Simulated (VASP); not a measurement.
# Cu6O (Fm-3m) in VASP: further runs

Cu6O is run at these levels: PBE; tasks: single point, relaxation of cell and atoms.

All numbers are computed with VASP 6.6.1; they aren't measurements. Logs are shortened: lines on timing, memory, paths and dates and some standing lists are left out, and cuts for length are marked.

## (1) The cell of the first run

It takes space group Fm-3m (No. 225, cubic). Conventional cell: a = 7.227 Å, b = 7.227 Å, c = 7.227 Å, α = 90.00°, β = 90.00°, γ = 90.00°. Within 2.3 Å of Cu (site symmetry 4mm) lie 1 O at 1.77 Å. Within 2.3 Å of O (site symmetry m-3m) lie 6 Cu at 1.77 Å.

The cell was built from a structure type or drawn by symmetry, and may not be a known phase.

## (2) Single point, PBE, collinear spin

File INCAR:

```
PREC = Accurate
ENCUT = 520
EDIFF = 1E-6
ISMEAR = 0
SIGMA = 0.1
LREAL = F
LASPH = T
NELM = 150
ALGO = Normal
ISIF = 2
LWAVE = F
LCHARG = T
ISPIN = 2
MAGMOM = 1 1 1 1 1 1 0
LORBIT = 11
LMAXMIX = 4
GGA = PE
LELF = T
LVHAR = T
NBANDS = 49
```

File KPOINTS:

```
Automatic mesh
0
Gamma
  4 4 4
```

File POSCAR:

```
Cu6O
1.0
    0.0000000000      3.6134865300      3.6134865300
    3.6134865300      0.0000000000      3.6134865300
    3.6134865300      3.6134865300      0.0000000000
Cu O
6 1
Direct
    0.7552105700      0.2447894300      0.2447894300
    0.2447894300      0.7552105700      0.7552105700
    0.2447894300      0.7552105700      0.2447894300
    0.7552105700      0.2447894300      0.7552105700
    0.2447894300      0.2447894300      0.7552105700
    0.7552105700      0.7552105700      0.2447894300
    0.0000000000      0.0000000000      0.0000000000
```

Potentials or basis: VASP PAW PBE potentials, release 64 (Cu, O).

Started as:

```sh
$ cat potpaw_PBE.64/Cu/POTCAR potpaw_PBE.64/O/POTCAR > POTCAR
$ mpirun -np 1 vasp_std > vasp.out
```

OUTCAR:

```text
PREC = Accurate
   ENCUT = 520
   EDIFF = 1E-6
   ISMEAR = 0
   LREAL = F
   LASPH = T
   NELM = 150
   ISIF = 2
   ISPIN = 2
   LORBIT = 11
   GGA = PE

 ion  position               nearest neighbor table
   1  0.755  0.245  0.245-   7 1.77   4 2.50   5 2.50   6 2.50   3 2.50   4 2.61   6 2.61   3 2.61
                             5 2.61
   2  0.245  0.755  0.755-   7 1.77   4 2.50   5 2.50   6 2.50   3 2.50   4 2.61   6 2.61   3 2.61
                             5 2.61
   3  0.245  0.755  0.245-   7 1.77   2 2.50   5 2.50   6 2.50   1 2.50   2 2.61   6 2.61   1 2.61
                             5 2.61
   4  0.755  0.245  0.755-   7 1.77   2 2.50   5 2.50   6 2.50   1 2.50   6 2.61   1 2.61   2 2.61
                             5 2.61
   5  0.245  0.245  0.755-   7 1.77   2 2.50   3 2.50   4 2.50   1 2.50   1 2.61   2 2.61   3 2.61
                             4 2.61
   6  0.755  0.755  0.245-   7 1.77   2 2.50   3 2.50   4 2.50   1 2.50   4 2.61   1 2.61   2 2.61
                             3 2.61
   7  0.000  0.000  0.000-   1 1.77   2 1.77   3 1.77   4 1.77   5 1.77   6 1.77

  LATTYP: Found a face centered cubic cell.
 ALAT       =     7.2269730600

  Lattice vectors:

 A1 = (   0.0000000000,   3.6134865300,   3.6134865300)
 A2 = (   3.6134865300,   0.0000000000,   3.6134865300)
 A3 = (   3.6134865300,   3.6134865300,   0.0000000000)

Analysis of symmetry for initial positions (statically):
=====================================================================
 Subroutine PRICEL returns:
 Original cell was already a primitive cell.

 Routine SETGRP: Setting up the symmetry group for a
 face centered cubic supercell.

 Subroutine GETGRP returns: Found 48 space group operations
 (whereof 48 operations were pure point group operations)
 out of a pool of 48 trial point group operations.

The static configuration has the point symmetry O_h .

Analysis of symmetry for dynamics (positions and initial velocities):
=====================================================================
 Subroutine PRICEL returns:
 Original cell was already a primitive cell.

 Routine SETGRP: Setting up the symmetry group for a
 face centered cubic supercell.

 Subroutine GETGRP returns: Found 48 space group operations
 (whereof 48 operations were pure point group operations)
 out of a pool of 48 trial point group operations.

The dynamic configuration has the point symmetry O_h .

Analysis of structural, dynamic, and magnetic symmetry:
=====================================================================
 Subroutine PRICEL returns:
 Original cell was already a primitive cell.

 Routine SETGRP: Setting up the symmetry group for a
 face centered cubic supercell.

 Subroutine GETGRP returns: Found 48 space group operations
 (whereof 48 operations were pure point group operations)
 out of a pool of 48 trial point group operations.

The overall configuration has the point symmetry O_h .

 Subroutine INISYM returns: Found 48 space group operations
 (whereof 48 operations are pure point group operations),
 and found     1 'primitive' translations

----------------------------------------------------------------------------------------

                                     Primitive cell

  volume of cell :      94.3646

  direct lattice vectors                    reciprocal lattice vectors
     0.000000000  3.613486530  3.613486530    -0.138370517  0.138370517  0.138370517
     3.613486530  0.000000000  3.613486530     0.138370517 -0.138370517  0.138370517
     3.613486530  3.613486530  0.000000000     0.138370517  0.138370517 -0.138370517

  length of vectors
     5.110241658  5.110241658  5.110241658     0.239664766  0.239664766  0.239664766

  position of ions in fractional coordinates (direct lattice)
     0.755210570  0.244789430  0.244789430
     0.244789430  0.755210570  0.755210570
     0.244789430  0.755210570  0.244789430
     0.755210570  0.244789430  0.755210570
     0.244789430  0.244789430  0.755210570
     0.755210570  0.755210570  0.244789430
     0.000000000  0.000000000  0.000000000

  ion indices of the primitive-cell ions
   primitive index   ion index
                 1           1
                 2           2
                 3           3
                 4           4
                 5           5
                 6           6
                 7           7

----------------------------------------------------------------------------------------

 KPOINTS: Automatic mesh

Automatic generation of k-mesh.
 Grid dimensions read from file:
 generate k-points for:    4    4    4

 Generating k-lattice:

  Cartesian coordinates                     Fractional coordinates (reciprocal lattice)
    -0.034592629  0.034592629  0.034592629     0.250000000  0.000000000  0.000000000
     0.034592629 -0.034592629  0.034592629     0.000000000  0.250000000  0.000000000
     0.034592629  0.034592629 -0.034592629     0.000000000  0.000000000  0.250000000

  Length of vectors
     0.059916192  0.059916192  0.059916192

  Shift w.r.t. Gamma in fractional coordinates (k-lattice)
     0.000000000  0.000000000  0.000000000

 Subroutine IBZKPT returns following result:
 ===========================================

 Found      8 irreducible k-points:

 Following reciprocal coordinates:
            Coordinates               Weight
  0.000000  0.000000  0.000000      1.000000
  0.250000  0.000000  0.000000      8.000000
  0.500000  0.000000  0.000000      4.000000
  0.250000  0.250000  0.000000      6.000000
  0.500000  0.250000  0.000000     24.000000
 -0.250000  0.250000  0.000000     12.000000
  0.500000  0.500000  0.000000      3.000000
 -0.250000  0.500000  0.250000      6.000000
   k-points           NKPTS =      8   k-points in BZ     NKDIM =      8   number of bands    NBANDS=     49
   number of dos      NEDOS =    301   number of ions     NIONS =      7
   total plane-waves  NPLWV =  64000
   dimension x,y,z NGX =    40 NGY =   40 NGZ =   40
   dimension x,y,z NGXF=    80 NGYF=   80 NGZF=   80
   ions per type =               6   1
   NGX,Y,Z   is equivalent  to a cutoff of  13.01, 13.01, 13.01 a.u.
   NGXF,Y,Z  is equivalent  to a cutoff of  26.03, 26.03, 26.03 a.u.
 SYSTEM =  unknown system
   PREC   = accura    normal or accurate (medium, high low for compatibility)
   ISTART =      0    job   : 0-new  1-cont  2-samecut
   ICHARG =      2    charge: 1-file 2-atom 10-const
   ISPIN  =      2    spin polarized calculation?
   LNONCOLLINEAR =      F non collinear calculations
   LSORBIT =      F    spin-orbit coupling
   LASPH  =      T    aspherical Exc in radial PAW
   ENCUT  =  520.0 eV  38.22 Ry    6.18 a.u.   9.50  9.50  9.50*2*pi/ulx,y,z
   NELM   =    150;   NELMIN=  2; NELMDL= -5     # of ELM steps
   EDIFF  = 0.1E-05   stopping-criterion for ELM
   LREAL  =      F    real-space projection
   EDIFFG = 0.1E-04   stopping-criterion for IOM
   NSW    =      0    number of steps for IOM
   IBRION =     -1    ionic relax: 0-MD 1-quasi-New 2-CG
   NFREE  =      0    steps in history (QN), initial steepest desc. (CG)
   ISIF   =      2    stress and relaxation
   ISYM   =      2    0-nonsym 1-usesym 2-fastsym
   POTIM  = 0.5000    time-step for ionic-motion
   TEBEG  =    0.0;   TEEND  =   0.0 temperature during run
   PSTRESS=    0.0 pullay stress
   NELECT =      72.0000    total number of electrons
   NUPDOWN=      -1.0000    fix difference up-down
   EMIN   =  10.00;   EMAX   =-10.00  energy-range for DOS
   EFERMI =   0.00;   METHOD = LEGACY
   ISMEAR =     0;   SIGMA  =   0.10  broadening in eV -4-tet -1-fermi 0-gaus
   EFERMI_NEDOS =   21; number of points for ismear=-14 and -15
   IALGO  =     38    algorithm
   IMIX   =      4    mixing-type and parameters
     AMIX     =   0.40;   BMIX     =  1.00
     AMIX_MAG =   1.60;   BMIX_MAG =  1.00
  volume/ion in A,a.u.               =      13.48        90.97
  Fermi-wavevector in a.u.,A,eV,Ry     =   1.495946  2.826928 30.447854  2.237854
  Thomas-Fermi vector in A             =   2.608026
   LORBIT       =     11    0 simple, 1 ext, 2 COOP (PROOUT), +10 PAW based schemes
   GGA     = PE    functional components
   LHFCALC =     F    Hartree Fock is set to
   AEXX    =    0.0000 exact exchange contribution
   IVDW    =     0    specifies the selected vdW correction
   LEPSILON=     F    determine dielectric tensor
   LRPA    =     F    only Hartree local field effects (RPA)
 spin polarized calculation
 Gauss-broadening in eV      SIGMA  =   0.10
  energy-cutoff  :      520.00
  volume of cell :       94.36
 maximum number of plane-waves:      2637
 NGX is ok and might be reduce to    40
   NGX = 19   NGY = 19   NGZ = 19

 number of electron      71.9999956 magnetization       0.0004473

 number of electron      71.9999956 magnetization      -0.0000678

 Free energy of the ion-electron system (eV)
  ---------------------------------------------------
  ext. energy  EPLUGINS =         0.00000000
  ---------------------------------------------------
  free energy    TOTEN  =       -23.07211451 eV

  energy without entropy =      -23.06003182  energy(sigma->0) =      -23.06607317

 E-fermi :   6.0309     XC(G=0): -11.3377

 val. band max:        5.9305946478   @ k =  -0.2500   0.2500   0.0000
 cond. band min:       6.1071454380   @ k =  -0.2500   0.5000   0.2500
 fundamental gap:      0.1765507903
 Fermi energy:         6.0308563269

 spin component 1

 k-point     1 :       0.0000    0.0000    0.0000
  band No.  band energies     occupation
      1     -17.8066      1.00000
      2      -4.4404      1.00000
      3      -4.4404      1.00000
      4      -4.4404      1.00000
      5      -1.0885      1.00000
      6       1.3594      1.00000
[... 40 lines left out ...]
     47      12.3876      0.00000
     48      12.3876      0.00000

 k-point     2 :       0.2500    0.0000    0.0000
  band No.  band energies     occupation
      1     -17.7998      1.00000
      2      -4.5521      1.00000
      3      -4.4011      1.00000
      4      -4.4011      1.00000
      5      -0.4813      1.00000
      6       1.3753      1.00000
[... 298 lines left out ...]
 k-point     8 :      -0.2500    0.5000    0.2500
  band No.  band energies     occupation
      1     -17.7892      1.00000
      2      -4.4529      1.00000
      3      -4.4296      1.00000
      4      -4.4296      1.00000
      5       1.0015      1.00000
      6       1.5913      1.00000
[... 40 lines left out ...]
     47      15.2074      0.00000
     48      16.3333      0.00000
 Fermi energy:         6.0308563269

 spin component 2

 k-point     1 :       0.0000    0.0000    0.0000
  band No.  band energies     occupation
      1     -17.8067      1.00000
      2      -4.4405      1.00000
      3      -4.4405      1.00000
      4      -4.4405      1.00000
      5      -1.0886      1.00000
      6       1.3594      1.00000
[... 40 lines left out ...]
     47      12.3876      0.00000
     48      12.3876      0.00000

 k-point     2 :       0.2500    0.0000    0.0000
  band No.  band energies     occupation
      1     -17.7998      1.00000
      2      -4.5522      1.00000
      3      -4.4011      1.00000
      4      -4.4011      1.00000
      5      -0.4814      1.00000
      6       1.3753      1.00000
[... 298 lines left out ...]
 k-point     8 :      -0.2500    0.5000    0.2500
  band No.  band energies     occupation
      1     -17.7893      1.00000
      2      -4.4530      1.00000
      3      -4.4296      1.00000
      4      -4.4296      1.00000
      5       1.0015      1.00000
      6       1.5913      1.00000
[... 40 lines left out ...]
     47      15.2073      0.00000
     48      16.3332      0.00000
 [bands above 48 left out]

------------------------ aborting loop because EDIFF is reached ----------------------------------------

  FORCE on cell =-STRESS in cart. coord.  units (eV):
  Direction    XX          YY          ZZ          XY          YZ          ZX
  --------------------------------------------------------------------------------------
  -------------------------------------------------------------------------------------
  Total       12.2138140     12.2138140     12.2138140     -0.0000000     -0.0000000     -0.0000000
  in kB      207.3731701    207.3731701    207.3731701     -0.0000000     -0.0000000     -0.0000000
  external PRESSURE =     207.3731701 kB  Pullay stress =       0.0000000 kB

 VOLUME and BASIS-vectors are now :
 -----------------------------------------------------------------------------
  energy-cutoff  :      520.00
  volume of cell :       94.36
      direct lattice vectors                 reciprocal lattice vectors
     0.000000000  3.613486530  3.613486530    -0.138370517  0.138370517  0.138370517
     3.613486530  0.000000000  3.613486530     0.138370517 -0.138370517  0.138370517
     3.613486530  3.613486530  0.000000000     0.138370517  0.138370517 -0.138370517

 POSITION                                       TOTAL-FORCE (eV/Angst)
 -----------------------------------------------------------------------------------
      1.76909      3.61349      3.61349         5.083144      0.000000     -0.000000
      5.45789      3.61349      3.61349        -5.083144      0.000000     -0.000000
      3.61349      1.76909      3.61349        -0.000000      5.083144     -0.000000
      3.61349      5.45789      3.61349        -0.000000     -5.083144     -0.000000
      3.61349      3.61349      1.76909        -0.000000      0.000000      5.083144
      3.61349      3.61349      5.45789        -0.000000      0.000000     -5.083144
      0.00000      0.00000      0.00000        -0.000000      0.000000     -0.000000
 -----------------------------------------------------------------------------------
    total drift:                               -0.000000     -0.000000      0.000000

  FREE ENERGIE OF THE ION-ELECTRON SYSTEM (eV)
  ---------------------------------------------------
  free  energy   TOTEN  =       -23.0721145143 eV

  energy  without entropy=      -23.0600318234  energy(sigma->0) =      -23.06607317

 total charge

# of ion       s       p       d       tot
------------------------------------------
    1        0.431   0.389   9.240  10.061
    2        0.431   0.389   9.240  10.061
    3        0.431   0.389   9.240  10.061
    4        0.431   0.389   9.240  10.061
    5        0.431   0.389   9.240  10.061
    6        0.431   0.389   9.240  10.061
    7        1.574   3.635   0.000   5.209
--------------------------------------------------
tot          4.163   5.971  55.439  65.573

 magnetization (x)

# of ion       s       p       d       tot
------------------------------------------
    1        0.000  -0.000  -0.000  -0.000
    2        0.000  -0.000  -0.000  -0.000
    3        0.000  -0.000  -0.000  -0.000
    4        0.000  -0.000  -0.000  -0.000
    5        0.000  -0.000  -0.000  -0.000
    6        0.000  -0.000  -0.000  -0.000
    7       -0.000  -0.000   0.000  -0.000
--------------------------------------------------
tot          0.000  -0.000  -0.000  -0.000
```

Wall time 3.3 min (1 thread of Intel Xeon 8259CL, shared host); peak memory 0.29 GiB.

Results:

| Item | Value |
| --- | --- |
| Free energy | -23.0721 eV |
| Pressure | 20.7 GPa |
| Largest force | 5.083 eV/Å |
| Band gap on the k mesh | zero (filled and empty bands overlap) |
| Net moment | 0.00 μB per cell |
| Valence electrons inside the program's atomic spheres | Cu 10.06; O 5.21 |

Forces in eV/Å, atoms in the order of the input:
```
Cu   5.083  0.000  0.000
Cu  -5.083  0.000  0.000
Cu   0.000  5.083  0.000
Cu   0.000 -5.083  0.000
Cu   0.000  0.000  5.083
Cu   0.000  0.000 -5.083
O    0.000  0.000  0.000
```

Caveat: the k points lie up to 0.38 Å⁻¹ apart, too coarse for converged energies and pressures of a metal; forces of over 1 eV/Å act on the atoms, so gaps and moduli don't describe the material at rest.

## (3) Single point, PBE, collinear spin

This run uses another cell than the first one, of 14.79 Å³/atom.

File INCAR:

```
ALGO     = Normal         # electronic algorithm
EDIFF    = 1E-7           # SCF threshold, eV
ENCUT    = 520            # plane-wave cutoff, eV
GGA      = PE             # functional
ISIF     = 2              # what is computed and relaxed
ISMEAR   = 0              # smearing method
ISPIN    = 2              # spin polarisation
LASPH    = T              # aspherical terms in the spheres
LCHARG   = F              # write CHGCAR
LMAXMIX  = 4              # l up to which the mixer works
LORBIT   = 11             # projections on sites
LREAL    = F              # projectors in reciprocal space
LWAVE    = F              # write WAVECAR
MAGMOM   = 1 1 1 1 1 1 0  # initial moments
NBANDS   = 49             # bands
NELM     = 150            # most SCF steps
PREC     = Accurate       # precision mode
SIGMA    = 0.1            # smearing width, eV
```

File KPOINTS:

```
k-points
0
Gamma
  4 4 4
```

File POSCAR:

```
Cu6O
1.0
    0.0000000000      3.7270699248      3.7270699248
    3.7270699248      0.0000000000      3.7270699248
    3.7270699248      3.7270699248      0.0000000000
Cu O
6 1
Direct
    0.7324975653      0.2675024347      0.2675024347
    0.2675024347      0.7324975653      0.7324975653
    0.2675024347      0.7324975653      0.2675024347
    0.7324975653      0.2675024347      0.7324975653
    0.2675024347      0.2675024347      0.7324975653
    0.7324975653      0.7324975653      0.2675024347
    0.0000000000      0.0000000000      0.0000000000
```

Potentials or basis: VASP PAW PBE potentials, release 64 (Cu, O).

Started as:

```sh
$ cat potpaw_PBE.64/Cu/POTCAR potpaw_PBE.64/O/POTCAR > POTCAR
$ mpirun -np 1 vasp_std > vasp.out
```

Wall time 3.5 min (1 thread of Intel Xeon 8259CL, shared host); peak memory 0.3 GiB.

It converged, with:

```yaml
Free_energy: -25.7462 eV
Pressure: 0.6 GPa
Largest_force: 0.012 eV/Å
Band_gap_on_the_k_mesh: zero (filled and empty bands overlap)
Net_moment: 0.00 μB per cell
Valence_electrons_inside_the_program's_atomic_spheres: Cu 9.93; O 4.98
```

Forces on the atoms (eV/Å):
```
Cu   0.012  0.000  0.000
Cu  -0.012  0.000  0.000
Cu   0.000  0.012  0.000
Cu   0.000 -0.012  0.000
Cu   0.000  0.000  0.012
Cu   0.000  0.000 -0.012
O    0.000  0.000  0.000
```

Levels at points of the mesh, in eV from the Fermi level:
Spin up:
```tsv
k point	band 34	band 35	band 36	band 37	band 38	band 39
(0.00, 0.00, 0.00)	-1.67	-1.67	0.89	0.89	0.89	2.53
(0.50, 0.00, 0.00)	-1.52	-1.19	-1.19	1.15	1.15	2.42
(0.50, 0.50, 0.00)	-1.44	-1.44	0.16	0.22	1.08	1.08
```
Spin down:
| k point | band 33 | band 34 | band 35 | band 36 | band 37 | band 38 | band 39 | band 40 |
| --- | --- | --- | --- | --- | --- | --- | --- | --- |
| (0.00, 0.00, 0.00) | -1.67 | -1.67 | -1.67 | 0.89 | 0.89 | 0.89 | 2.53 | 2.53 |
| (0.50, 0.00, 0.00) | -1.71 | -1.52 | -1.19 | -1.19 | 1.15 | 1.15 | 2.42 | 3.34 |
| (0.50, 0.50, 0.00) | -1.67 | -1.44 | -1.44 | 0.16 | 0.22 | 1.08 | 1.08 | 1.48 |

Caveat: the k points lie up to 0.36 Å⁻¹ apart, too coarse for converged energies and pressures of a metal. With open d or f shells a metallic result of PBE can be an artefact of self-interaction; +U or a hybrid may open a gap.

[end of part 1 of 2]
